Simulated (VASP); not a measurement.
# Ca (Fd-3m) in VASP: further runs, part 2 of 2

VASP 6.6.1. Earlier steps stand in the parts before.

**3. Single point, PBE**

INCAR reads:

```
SYSTEM = Ca
PREC = Accurate ; ENCUT = 520
EDIFF = 1E-6 ; ISMEAR = 0
SIGMA = 0.1 ; LREAL = .False.
LASPH = .True. ; NELM = 60
ALGO = Fast ; ISIF = 2
LWAVE = .False. ; LCHARG = .False.
GGA = PE ; NBANDS = 17
```

KPOINTS reads:

```
regular mesh
0
Gamma
  14 14 14
  0 0 0
```

POSCAR reads:

```
Ca
1.0
    0.0000000000      4.3091026929      4.3091026929
    4.3091026929      0.0000000000      4.3091026929
    4.3091026929      4.3091026929      0.0000000000
Ca
2
Direct
    0.5000000000      0.5000000000      0.5000000000
    0.7500000000      0.7500000000      0.7500000000
```

Potentials or basis: VASP PAW PBE potentials, release 64 (Ca_sv).

Launch:

```sh
cat potpaw_PBE.64/Ca_sv/POTCAR > POTCAR
mpirun -np 1 vasp_std > vasp.out
```

OUTCAR:

```text
SYSTEM = Ca
   PREC = Accurate
   ENCUT = 520
   EDIFF = 1E-6
   ISMEAR = 0
   LREAL = .False.
   LASPH = .True.
   NELM = 60
   ISIF = 2
   GGA = PE

 ion  position               nearest neighbor table
   1  0.500  0.500  0.500-
   2  0.750  0.750  0.750-

  LATTYP: Found a face centered cubic cell.
 ALAT       =     8.6182053858

  Lattice vectors:

 A1 = (   0.0000000000,   4.3091026929,   4.3091026929)
 A2 = (   4.3091026929,   0.0000000000,   4.3091026929)
 A3 = (   4.3091026929,   4.3091026929,   0.0000000000)

Analysis of symmetry for initial positions (statically):
=====================================================================
 Subroutine PRICEL returns:
 Original cell was already a primitive cell.

 Routine SETGRP: Setting up the symmetry group for a
 face centered cubic supercell.

 Subroutine GETGRP returns: Found 48 space group operations
 (whereof 24 operations were pure point group operations)
 out of a pool of 48 trial point group operations.

The static configuration has the point symmetry T_d .
 The point group associated with its full space group is O_h .

Analysis of symmetry for dynamics (positions and initial velocities):
=====================================================================
 Subroutine PRICEL returns:
 Original cell was already a primitive cell.

 Routine SETGRP: Setting up the symmetry group for a
 face centered cubic supercell.

 Subroutine GETGRP returns: Found 48 space group operations
 (whereof 24 operations were pure point group operations)
 out of a pool of 48 trial point group operations.

The dynamic configuration has the point symmetry T_d .
 The point group associated with its full space group is O_h .

 Subroutine INISYM returns: Found 48 space group operations
 (whereof 24 operations are pure point group operations),
 and found     1 'primitive' translations

----------------------------------------------------------------------------------------
[... 107 lines left out ...]
   EFERMI =   0.00;   METHOD = LEGACY
   ISMEAR =     0;   SIGMA  =   0.10  broadening in eV -4-tet -1-fermi 0-gaus
   EFERMI_NEDOS =   21; number of points for ismear=-14 and -15
   IALGO  =     68    algorithm
   IMIX   =      4    mixing-type and parameters
     AMIX     =   0.40;   BMIX     =  1.00
     AMIX_MAG =   1.60;   BMIX_MAG =  1.00
  volume/ion in A,a.u.               =      80.01       539.95
  Fermi-wavevector in a.u.,A,eV,Ry     =   0.818505  1.546750  9.115228  0.669950
  Thomas-Fermi vector in A             =   1.929144
   LORBIT       =      0    0 simple, 1 ext, 2 COOP (PROOUT), +10 PAW based schemes
   GGA     = PE    functional components
   LHFCALC =     F    Hartree Fock is set to
   AEXX    =    0.0000 exact exchange contribution
   IVDW    =     0    specifies the selected vdW correction
   LEPSILON=     F    determine dielectric tensor
   LRPA    =     F    only Hartree local field effects (RPA)
 non-spin polarized calculation
 RMM-DIIS sequential band-by-band and
 Gauss-broadening in eV      SIGMA  =   0.10
  energy-cutoff  :      520.00
  volume of cell :      160.03
 maximum number of plane-waves:      4339
 NGX is ok and might be reduce to    48
   NGX = 23   NGY = 23   NGZ = 23

 number of electron      20.0000000 magnetization

 Free energy of the ion-electron system (eV)
  ---------------------------------------------------
  ext. energy  EPLUGINS =         0.00000000
  ---------------------------------------------------
  free energy    TOTEN  =        -1.77862846 eV

  energy without entropy =       -1.76107070  energy(sigma->0) =       -1.76984958

 E-fermi :  -0.0709     XC(G=0):  -5.8027

 val. band max:       -0.0718034574   @ k =  -0.2143   0.3571   0.1429
 cond. band min:      -0.0660884373   @ k =  -0.4286   0.4286   0.0000
 fundamental gap:      0.0057150201
 Fermi energy:        -0.0709179390

 k-point     1 :       0.0000    0.0000    0.0000
  band No.  band energies     occupation
      1     -43.2881      2.00000
      2     -43.2721      2.00000
      3     -24.2672      2.00000
      4     -24.2672      2.00000
      5     -24.2672      2.00000
      6     -24.2087      2.00000
[... 457 lines left out ...]
      4     -24.2717      2.00000
      5     -24.2615      2.00000
      6     -24.2147      2.00000
[... 9 lines left out ...]
     16       1.3414      0.00000
     17       1.3708      0.00000

 [... further k-points ...]
[... 5 lines left out ...]
  --------------------------------------------------------------------------------------
  -------------------------------------------------------------------------------------
  Total       -0.0009732     -0.0009732     -0.0009732     -0.0000000      0.0000000      0.0000000
  in kB       -0.0097433     -0.0097433     -0.0097433     -0.0000000      0.0000000      0.0000000
  external PRESSURE =      -0.0097433 kB  Pullay stress =       0.0000000 kB

 VOLUME and BASIS-vectors are now :
 -----------------------------------------------------------------------------
  energy-cutoff  :      520.00
  volume of cell :      160.03
      direct lattice vectors                 reciprocal lattice vectors
     0.000000000  4.309102693  4.309102693    -0.116033438  0.116033438  0.116033438
     4.309102693  0.000000000  4.309102693     0.116033438 -0.116033438  0.116033438
     4.309102693  4.309102693  0.000000000     0.116033438  0.116033438 -0.116033438

 POSITION                                       TOTAL-FORCE (eV/Angst)
 -----------------------------------------------------------------------------------
      4.30910      4.30910      4.30910         0.000000     -0.000000      0.000000
      6.46365      6.46365      6.46365        -0.000000      0.000000     -0.000000
 -----------------------------------------------------------------------------------
    total drift:                               -0.000000     -0.000000      0.000000

  FREE ENERGIE OF THE ION-ELECTRON SYSTEM (eV)
  ---------------------------------------------------
  free  energy   TOTEN  =        -1.7786284601 eV

  energy  without entropy=       -1.7610707007  energy(sigma->0) =       -1.76984958
```

Wall time 12 min (1 thread of Intel Xeon 8259CL, shared host); peak memory 0.47 GiB.

What came out:

| Item | Value |
| --- | --- |
| Free energy | -1.7786 eV |
| Pressure | 0.0 GPa |
| Band gap on the k mesh | zero (bands 10 and 11 overlap by 0.78 eV) |

Levels at points of the mesh, in eV from the Fermi level:
```tsv
k point	band 6	band 7	band 8	band 9	band 10	band 11	band 12	band 13	band 14	band 15
(0.00, 0.00, 0.00)	-24.14	-24.14	-24.14	-3.00	0.60	0.60	0.60	0.84	0.84	1.37
(0.50, 0.00, 0.00)	-24.14	-24.13	-24.13	-1.90	-0.89	0.70	0.71	0.71	0.76	0.76
(0.50, 0.50, 0.00)	-24.17	-24.13	-24.13	-1.09	-1.09	0.21	0.21	0.75	0.75	1.43
```
